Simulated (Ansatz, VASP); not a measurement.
**Zn4Se3S: VASP beside Ansatz**

File POSCAR:

```
Zn4Se3S
1.0
    5.7054199783      0.0000000000      0.0000000000
    0.0000000000      5.7054199783      0.0000000000
    0.0000000000      0.0000000000      5.7054199783
S Zn Se
1 4 3
Direct
    0.0000000000      0.0000000000      0.0000000000
    0.7564764079      0.7564764079      0.7564764079
    0.2435235921      0.2435235921      0.7564764079
    0.2435235921      0.7564764079      0.2435235921
    0.7564764079      0.2435235921      0.2435235921
    0.5000000000      0.5000000000      0.0000000000
    0.5000000000      0.0000000000      0.5000000000
    0.0000000000      0.5000000000      0.5000000000
```

INCAR.step1

```
SYSTEM = Zn4Se3S
PREC = Accurate ; ENCUT = 520
ISMEAR = 0 ; SIGMA = 0.01
LREAL = .FALSE. ; LASPH = .TRUE.
NELM = 60 ; NBANDS = 46
GGA = PE ; ALGO = Normal
EDIFF = 1E-4 ; LWAVE = .TRUE.
LCHARG = .FALSE.
```

File INCAR.step2:

```
SYSTEM = Zn4Se3S
PREC = Accurate ; ENCUT = 520
EDIFF = 1E-7 ; ISMEAR = 0
SIGMA = 0.01 ; LREAL = .FALSE.
LASPH = .TRUE. ; NELM = 60
ALGO = Normal ; ISIF = 2
LWAVE = .FALSE. ; LCHARG = .FALSE.
METAGGA = R2SCAN ; LMIXTAU = .TRUE.
NBANDS = 46 ; ISTART = 1
```

Contents of KPOINTS:

```
regular mesh
0
G
  4 4 4
  0 0 0
```

Input for Ansatz:

```yaml
crystal:
  lattice:
    - [5.7054199783, 0.0, 0.0]
    - [0.0, 5.7054199783, 0.0]
    - [0.0, 0.0, 5.7054199783]
  atoms:
    - { symbol: S, position: [0.0, 0.0, 0.0] }
    - { symbol: Zn, position: [0.7564764079, 0.7564764079, 0.7564764079] }
    - { symbol: Se, position: [0.5, 0.5, 0.0] }
    - { symbol: Zn, position: [0.2435235921, 0.2435235921, 0.7564764079] }
    - { symbol: Se, position: [0.5, 0.0, 0.5] }
    - { symbol: Zn, position: [0.2435235921, 0.7564764079, 0.2435235921] }
    - { symbol: Se, position: [0.0, 0.5, 0.5] }
    - { symbol: Zn, position: [0.7564764079, 0.2435235921, 0.2435235921] }
kpoints:
  mp_grid: { grid: [4, 4, 4] }
hamiltonian:
  xc: r2scan
scf:
  occupations: { method: fixed }
  n_extra_bands: 6
output:
  forces: true
  stress: true
  eigenvalues: true
```

Alike in both runs: task single point; functional r2SCAN; k mesh 4 × 4 × 4; no spin polarisation.

|  | VASP | Ansatz |
| --- | --- | --- |
| version | VASP 6.6.1 | Ansatz 0.2.0 |
| potentials or method | VASP PAW PBE potentials, release 64 (S, Zn, Se) | plane waves, PAW |
| plane-wave cutoff (eV) | 520 | 500 |
| occupations | gaussian, width 0.01 eV | fixed |
| valence electrons in the cell | 72 | 102 |

|  | VASP | Ansatz | Ansatz less VASP |
| --- | --- | --- | --- |
| gap on the k mesh at the Fermi level (eV) | 1.77 | 1.77 | -0.001 |
| pressure (GPa) | -3.5 | -3.5 | -0.01 |
| rms of the force components (eV/Å) | 0.000 | 0.006 | +0.0060 |

VASP's potentials were made for PBE, not for r2SCAN. VASP's potentials hold 72 valence electrons a cell and Ansatz's 102, so a difference there can come from the potentials and not from the codes.
